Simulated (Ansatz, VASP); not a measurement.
# Al4BSbP2: VASP beside Ansatz

```
Al B Sb P
1.0
     3.69164    3.85685    0.00088
     3.69389   -3.85847   -0.00079
    -3.69286    0.00115   -5.86487
Al B Sb P
4 1 1 2
Direct
  0.42383 0.83002 0.25381
  0.16558 0.16554 0.73520
  0.83001 0.42373 0.25379
  0.56960 0.56966 0.73518
  0.50284 0.50284 0.00567
  0.00570 0.00567 0.01136
  0.75110 0.25114 0.50225
  0.25111 0.75117 0.50226
```

Change from the starting cell: cell x1, atoms moved at random (sigma 0.15 Å) and cell strained at random (1.5 %), then relaxed without symmetry.

Alike in both runs: functional PBE; k mesh 4 × 4 × 4; occupations gaussian, width 0.2 eV; no spin polarisation.

Ansatz relaxed the structure, and its values are those at the end. VASP's run is a single point on that final structure, the one shown.

```csv
,VASP,Ansatz
version,VASP 6.6.1,Ansatz 0.2.0
potentials or method,"VASP PAW PBE potentials, release 64 (Al, B, Sb, P), cutoff 520 eV","scalar-relativistic, plane waves, PAW"
valence electrons in the cell,30,40
```

```csv
,VASP,Ansatz,Ansatz less VASP
gap on the k mesh at the Fermi level (eV),none,none,-
pressure (GPa),0.0,0.0,+0.01
rms of the force components (eV/Å),0.009,0.005,-0.0036
```

A gap of «none» marks a metal or a gap that the smearing closes. VASP's potentials hold 30 valence electrons a cell and Ansatz's 40, so a difference there can come from the potentials and not from the codes.

Spin-orbit coupling is off throughout.
